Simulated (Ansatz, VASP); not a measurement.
**SnSe2: VASP beside Ansatz**

The input INCAR:

```
SYSTEM = SnSe2
PREC = Accurate
ENCUT = 520
EDIFF = 1E-7
ISMEAR = 0
SIGMA = 0.05
LREAL = .False.
LASPH = .True.
NELM = 100
ALGO = Normal
ISIF = 2
LWAVE = .False.
LCHARG = .False.
GGA = PE
IVDW = 12
NBANDS = 20
```

KPOINTS

```
regular mesh
0
Gamma
  9 9 6
  0 0 0
```

The input POSCAR:

```
SnSe2
1.0
    3.5061188790      0.0000000000      0.0000000000
   -1.7530594395      3.0363880179      0.0000000000
    0.0000000000      0.0000000000      5.6460400000
Sn Se
1 2
Direct
    0.0000000000      0.0000000000      0.0000000000
    0.3333333333      0.6666666667      0.2500000000
    0.6666666667      0.3333333333      0.7500000000
```

Input for Ansatz:

```yaml
crystal:
  lattice:
    - [3.506118879, 0.0, 0.0]
    - [-1.7530594395, 3.0363880179, 0.0]
    - [0.0, 0.0, 5.64604]
  atoms:
    - { symbol: Sn, position: [0.0, 0.0, 0.0] }
    - { symbol: Se, position: [0.3333333333, 0.6666666667, 0.25] }
    - { symbol: Se, position: [0.6666666667, 0.3333333333, 0.75] }
basis:
  ecutwfc: 420
kpoints:
  mp_grid: { grid: [9, 9, 6] }
hamiltonian:
  xc: pbe
  dispersion: d3bj
scf:
  occupations: { method: gaussian, width: 0.05 }
output:
  forces: true
  stress: true
  eigenvalues: true
```

Change from the starting cell: strain -0.080 along x and y, -0.080 along z, atoms carried along.

Alike in both runs: task single point; functional PBE; dispersion D3(BJ); k mesh 9 × 9 × 6; occupations gaussian, width 0.05 eV; no spin polarisation.

```csv
,VASP,Ansatz
version,VASP 6.6.1,Ansatz 0.2.0
potentials or method,"VASP PAW PBE potentials, release 64 (Sn_d, Se), cutoff 520 eV","scalar-relativistic, plane waves, PAW"
valence electrons in the cell,26,46
```

Ansatz gave:

| Property | Result |
| --- | --- |
| gap on the k mesh at the Fermi level (eV) | 0.91 |
| least direct gap on the mesh (eV) | 1.72 |
| pressure (GPa) | 36.5 |
| traceless stress, the component that is largest in VASP (GPa) | -0.21 |
| rms of the force components (eV/Å) | 2.044 |

Problem. Which values does VASP return?

Solution. gap on the k mesh at the Fermi level (eV): 0.90; least direct gap on the mesh (eV): 1.70; pressure (GPa): 36.8; traceless stress, the component that is largest in VASP (GPa): -0.20; rms of the force components (eV/Å): 2.063.

Atom by atom the forces differ by 0.019 eV/Å (rms over components). Both programs put the cell under a high pressure, so it lies far from rest at this level. VASP's potentials hold 26 valence electrons a cell and Ansatz's 46, so a difference there can come from the potentials and not from the codes.
